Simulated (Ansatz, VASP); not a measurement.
## Mo: VASP beside Ansatz

```
Mo
1.0
    -1.56632    1.56632    1.56632
     1.56632   -1.56632    1.56632
     1.56632    1.56632   -1.56632
Mo
1
Direct
  0.00000 0.00000 0.00000
```

Alike in both runs: task relaxation of cell and atoms; functional PBE; dispersion D3(BJ); k mesh 18 × 18 × 18; occupations gaussian, width 0.1 eV; no spin polarisation.

```csv
,VASP,Ansatz
version,VASP 6.6.1,Ansatz 0.2.0
potentials or method,"VASP PAW PBE potentials, release 64 (Mo_sv), cutoff 600 eV","scalar-relativistic, plane waves, PAW"
valence electrons in the cell,14,14
```

|  | VASP | Ansatz | Ansatz less VASP |
| --- | --- | --- | --- |
| gap on the k mesh at the Fermi level, each at its own relaxed structure (eV) | none | none | - |
| relaxed volume (Å³/atom) | 15.36 | 15.34 | -0.024 |
| relaxed cell length with the largest relative difference (Å) | 2.712 | 2.711 | -0.0014 |

A gap of «none» marks a metal or a gap that the smearing closes.
